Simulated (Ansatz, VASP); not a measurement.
Ga3As3CO: VASP beside Ansatz

```xyz
8
Lattice="4.0137 0.0000 0.0000 0.0000 5.6762 0.0000 0.0000 0.0000 23.3353" Properties=species:S:1:pos:R:3 pbc="T T T"
Ga    2.0069    2.8381    4.0000
Ga    0.0000    0.3711    6.2539
Ga    2.0069    2.7783    7.5339
As    0.0000    1.4191    4.0000
As    2.0069    4.5990    5.8454
As    0.0000    1.6391    8.3853
O     0.6690    6.3692   11.5853
C     0.6690    6.3692   12.7353
```

Alike in both runs: task single point; functional PBE; dispersion D3(BJ); k mesh 7 × 5 × 1; occupations gaussian, width 0.05 eV; no spin polarisation.

```csv
,VASP,Ansatz
version,VASP 6.6.1,Ansatz 0.2.0
potentials or method,"VASP PAW PBE potentials, release 64 (Ga_d, As, O, C), cutoff 520 eV","scalar-relativistic, plane waves, PAW"
valence electrons in the cell,64,94
```

|  | VASP | Ansatz | Ansatz less VASP |
| --- | --- | --- | --- |
| gap on the k mesh at the Fermi level (eV) | 0.40 | 0.41 | +0.008 |
| least direct gap on the mesh (eV) | 0.75 | 0.76 | +0.003 |
| rms of the force components (eV/Å) | 0.384 | 0.553 | +0.1685 |

One of these differences is far larger than is usual between the two programs; its cause wasn't traced. VASP's potentials hold 64 valence electrons a cell and Ansatz's 94, so a difference there can come from the potentials and not from the codes.

Noted on VASP's run: the standard files for N, O and F lose accuracy on very short bonds.
